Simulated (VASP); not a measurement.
Wanted: the native input for a VASP 6.6.1 run.

| Item | Value |
| --- | --- |
| Task | single point |
| Functional | PBE |
| Potentials or basis | VASP PAW PBE potentials, release 64 (Pb_d, S) |
| Cutoff | 520 eV |
| k mesh | 10 × 10 × 10 |
| Occupations | gaussian, width 0.05 eV |
| Spin | no spin polarisation |
| Dipole correction | no |
| Further INCAR settings | ALGO = Normal; EDIFF = 1e-07; NBANDS = 17 |

The structure of PbS lies in POSCAR:

```
PbS
1.0
    0.0000000000      2.9858821875      2.9858821875
    2.9858821875      0.0000000000      2.9858821875
    2.9858821875      2.9858821875      0.0000000000
Pb S
1 1
Direct
    0.5000000000      0.5000000000      0.5000000000
    0.0000000000      0.0000000000      0.0000000000
```

These files were run (other wordings do the same):

INCAR

```
SYSTEM = PbS
PREC = Accurate ; ENCUT = 520
EDIFF = 1E-7 ; ISMEAR = 0
SIGMA = 0.05 ; LREAL = .False.
LASPH = .True. ; NELM = 100
ALGO = Normal ; ISIF = 2
LWAVE = .False. ; LCHARG = .False.
GGA = PE ; NBANDS = 17
```

KPOINTS

```
regular mesh
0
Gamma
  10 10 10
  0 0 0
```

Potentials or basis: VASP PAW PBE potentials, release 64 (Pb_d, S).

Run with:

```console
$ cat potpaw_PBE.64/Pb_d/POTCAR potpaw_PBE.64/S/POTCAR > POTCAR
$ mpirun -np 1 vasp_std > vasp.out
```

Results of the run:

```yaml
Pressure: 1.0 GPa
Band_gap_on_the_k_mesh: 0.44 eV, direct
```

Caveat: spin-orbit coupling is left out, which moves the levels of the heavy elements.

Wall time 20 s on 1 thread of AMD EPYC 9R45 96-Core Processor (Zen 5), with other jobs on the host, peak memory 0.16 GiB.
